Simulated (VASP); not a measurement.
# MoSeS: single point with LDA

MoSeS, a sheet with vacuum:

```xyz
3
Lattice="3.1813 0.0000 0.0000 -1.5907 2.7551 0.0000 0.0000 0.0000 30.2000" Properties=species:S:1:pos:R:3 pbc="T T T"
S     1.5907    0.9184    7.0008
Mo    0.0000    1.8367    8.5196
Se    1.5907    0.9184   10.2096
```

| Property | Result |
| --- | --- |
| Program | VASP 6.6.1 |
| Task | single point |
| Functional | LDA |
| Potentials or basis | VASP PAW LDA potentials, release 64 (S, Mo_sv, Se) |
| Cutoff | 400 eV |
| k mesh | 12 × 12 × 1 |
| Occupations | gaussian, width 0.03 eV |
| Spin | no spin polarisation |
| Dipole correction | yes |
| Further INCAR settings | ALGO = Normal; EDIFF = 1e-06; NBANDS = 20; NELMDL = -8 |

| Property | Result |
| --- | --- |
| Largest force | 0.081 eV/Å |
| Band gap on the k mesh | 1.76 eV |

Forces on the atoms (eV/Å):
```
S    0.000  0.000 -0.021
Mo   0.000  0.000 -0.060
Se   0.000  0.000  0.081
```

Levels at points of the mesh, in eV from the valence-band top:
| k point | band 9 | band 10 | band 11 | band 12 | band 13 | band 14 | band 15 | band 16 | band 17 | band 18 |
| --- | --- | --- | --- | --- | --- | --- | --- | --- | --- | --- |
| (0.00, 0.00, 0.00) | -2.48 | -2.02 | -1.15 | -1.15 | -0.10 | 3.03 | 3.03 | 3.41 | 3.41 | 4.97 |
| (0.50, 0.00, 0.00) | -4.01 | -3.03 | -1.92 | -0.62 | -0.61 | 2.31 | 2.71 | 3.84 | 4.46 | 5.93 |

It took 3.8 min on 1 thread of Intel(R) Xeon(R) Platinum 8375C CPU @ 2.90GHz (Ice Lake), with other jobs on the host, peak memory 0.29 GiB.
